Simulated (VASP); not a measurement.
Wanted: the native input for a VASP 6.6.1 run.

- Task: single point
- Functional: PBE
- Potentials or basis: VASP PAW PBE potentials, release 64 (Mn_pv, S)
- Cutoff: 520 eV
- k mesh: 14 × 14 × 14
- Occupations: gaussian, width 0.1 eV
- Spin: collinear spin, ferromagnetic start
- Starting moments: [4.63, 0.14] μB
- Dipole correction: no
- Further INCAR settings: ALGO = Normal; EDIFF = 1e-07; NBANDS = 20

The structure of MnS lies in POSCAR:

```
MnS
1.0
    0.0000000000      2.7045079078      2.7045079078
    2.7045079078      0.0000000000      2.7045079078
    2.7045079078      2.7045079078      0.0000000000
Mn S
1 1
Direct
    0.0000000000      0.0000000000      0.0000000000
    0.7500000000      0.7500000000      0.7500000000
```

These files were run (other wordings do the same):

INCAR

```
SYSTEM = MnS
PREC     = Accurate       ! precision mode
ENCUT    = 520            ! plane-wave cutoff, eV
EDIFF    = 1E-7           ! SCF threshold, eV
ISMEAR   = 0              ! smearing method
SIGMA    = 0.1            ! smearing width, eV
LREAL    = .False.        ! projectors in reciprocal space
LASPH    = .True.         ! aspherical terms in the spheres
NELM     = 150            ! most SCF steps
ALGO     = Normal         ! electronic algorithm
ISIF     = 2              ! what is computed and relaxed
LWAVE    = .False.        ! write WAVECAR
LCHARG   = .True.         ! write CHGCAR
ISPIN    = 2              ! spin polarisation
MAGMOM   = 4.63 0.14      ! initial moments
LORBIT   = 11             ! projections on sites
LMAXMIX  = 4              ! l up to which the mixer works
GGA      = PE             ! functional
LELF     = .True.         ! ELF
LVHAR    = .True.       
NBANDS   = 20             ! bands
```

KPOINTS

```
regular mesh
0
Gamma
  14 14 14
  0 0 0
```

Potentials or basis: VASP PAW PBE potentials, release 64 (Mn_pv, S).

Run with:

```console
$ cat potpaw_PBE.64/Mn_pv/POTCAR potpaw_PBE.64/S/POTCAR > POTCAR
$ mpirun -np 1 vasp_std > vasp.out
```

It gave:

```yaml
Pressure: 5.0 GPa
Net_moment: 4.50 μB per cell
Site_moments: Mn +4.03; S +0.05 μB
Valence_electrons_inside_the_program's_atomic_spheres: Mn 11.49; S 3.78
```

Caveat: the cell stands under pressure; a cell with one magnetic atom can't hold antiferromagnetic order, which such compounds often take.

Run time: 62 s on 1 thread of Intel(R) Xeon(R) 6975P-C (Granite Rapids), with other jobs on the host, peak memory 0.26 GiB.
